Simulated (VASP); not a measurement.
## Hf: single point with LDA

Hf:

```
Hf
1.0
     0.00000    2.01645    2.50694
     2.01645    0.00000    2.50694
     2.01645    2.01645    0.00000
Hf
1
Direct
  0.00000 0.00000 0.00000
```

This cell differs from its parent crystal: strain +e along x and -e along y +0.0000, strain +e along z and -e/2 along x and y +0.1500.

```json
{
  "Program": "VASP 6.6.1",
  "Task": "single point",
  "Functional": "LDA",
  "Potentials or basis": "VASP PAW LDA potentials, release 64 (Hf_pv)",
  "Cutoff": "520 eV",
  "k mesh": "18 × 18 × 18",
  "Occupations": "gaussian, width 0.15 eV",
  "Spin": "no spin polarisation",
  "Dipole correction": "no",
  "Further INCAR settings": "ALGO = Normal; EDIFF = 1e-07; NBANDS = 11"
}
```

```json
{"Pressure": "1.2 GPa", "Band gap on the k mesh": "zero (band 5 reaches 6.10 eV, above the bottom of band 6 at 4.53 eV)"}
```

Stress tensor (GPa, compression positive):
```
 4.46  0.00  0.00
 0.00  4.46  0.00
 0.00  0.00 -5.21
```

Levels at points of the mesh, in eV from the Fermi level:
```
           k point  band 3  band 4  band 5  band 6  band 7  band 8
(0.00, 0.00, 0.00)  -29.33   -7.26   -0.17    2.01    2.82    2.82
(0.50, 0.00, 0.00)  -29.31   -3.67   -0.03    1.37    2.76    6.45
(0.50, 0.50, 0.00)  -29.50   -3.82   -2.09    1.20    7.51    7.51
(0.50, 0.00, 0.50)  -29.65   -3.46   -2.18    4.71    5.59    5.83
```

Wall time 64 s on 1 thread of Intel(R) Xeon(R) Platinum 8375C CPU @ 2.90GHz (Ice Lake), with other jobs on the host, peak memory 0.21 GiB.

Caveat: the cell differs from its parent crystal (strain +e along x and -e along y +0.0000, strain +e along z and -e/2 along x and y +0.1500); spin-orbit coupling is left out, which moves the levels of the heavy elements.
